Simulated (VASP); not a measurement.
## Zr: electric field gradients with LDA

Zr:

```xyz
2
Lattice="3.2320 0.0000 0.0000 -1.6160 2.7990 0.0000 0.0000 0.0000 5.0955" Properties=species:S:1:pos:R:3 pbc="T T T"
Zr    0.0000    1.8660    1.2739
Zr    1.6160    0.9330    3.8216
```

This cell differs from its parent crystal: zz strain of -1 %.

* Program: VASP 6.6.1
* Task: electric field gradients
* Functional: LDA
* Potentials or basis: VASP PAW LDA potentials, release 64 (Zr_sv)
* Cutoff: 520 eV
* k mesh: 13 × 13 × 7
* Occupations: fermi-dirac, width 0.03 eV
* Spin: no spin polarisation
* Dipole correction: no
* Further INCAR settings: ALGO = Normal; EDIFF = 1e-08; NBANDS = 19

```
Pressure                                : -5.1 GPa
Band gap on the k mesh                  : zero (bands 12 and 13 overlap by 1.17 eV)
Largest electric field gradient by atom : Zr +48.6 V/Å²
```

Stress tensor (GPa, compression positive):
```
-5.68  0.00  0.00
 0.00 -5.68  0.00
 0.00  0.00 -4.07
```

Levels at points of the mesh, in eV from the Fermi level:
```tsv
k point	band 10	band 11	band 12	band 13	band 14	band 15
(0.00, 0.00, 0.00)	-3.09	0.79	0.79	1.05	1.35	1.51
```

Electric field gradients, principal values (V/Å²):
```csv
atom,least,middle,greatest (by size)
1 Zr,-24.298,-24.298,48.596
2 Zr,-24.298,-24.298,48.596
```

It took 69 s on 1 thread of Intel Xeon 8259CL, with other jobs on the host, peak memory 0.18 GiB.

Caveat: the cell differs from its parent crystal (zz strain of -1 %); the cell stands under tension; without QUAD_EFG the Cq values of the log hold for a quadrupole moment of 1 mb, not for the nuclei.
